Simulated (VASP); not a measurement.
Set up this calculation in VASP 6.6.1, as the native input.

* Task: single point
* Functional: LDA
* Potentials or basis: VASP PAW LDA potentials, release 64 (Ta_sv_GW, Ru_sv)
* Cutoff: 600 eV
* k mesh: 14 × 14 × 12
* Occupations: fermi-dirac, width 0.15 eV
* Spin: no spin polarisation
* Dipole correction: no
* Second run: valence_matched
* Further INCAR settings: ALGO = Normal; EDIFF = 1e-06; NBANDS = 22

The structure of TaRu lies in POSCAR:

```
TaRu
1.0
    3.0060130840      0.0000000000      0.0000000000
    0.0000000000      3.0060130840      0.0000000000
    0.0000000000      0.0000000000      3.3616253976
Ta Ru
1 1
Direct
    0.5000000000      0.5000000000      0.5000000000
    0.0000000000      0.0000000000      0.0000000000
```

These files were run (other wordings do the same):

INCAR

```
PREC = Accurate
ENCUT = 600
EDIFF = 1E-6
ISMEAR = -1
SIGMA = 0.15
LREAL = False
LASPH = True
NELM = 120
ALGO = Normal
ISIF = 2
LWAVE = False
LCHARG = True
GGA = CA
LELF = True
LVHAR = True
NBANDS = 22
GGA_COMPAT = False
```

KPOINTS

```
regular mesh
0
Gamma
  14 14 12
```

Potentials or basis: VASP PAW LDA potentials, release 64 (Ta_sv_GW, Ru_sv).

Run with:

```console
$ cat potpaw_LDA.64/Ta_sv_GW/POTCAR potpaw_LDA.64/Ru_sv/POTCAR > POTCAR
$ mpirun -np 1 vasp_std > vasp.out
```

It gave:

```
Pressure : 0.5 GPa
```

Wall time 110 s on 1 thread of Intel(R) Xeon(R) Platinum 8488C (Sapphire Rapids) (shared host), peak memory 0.32 GiB.
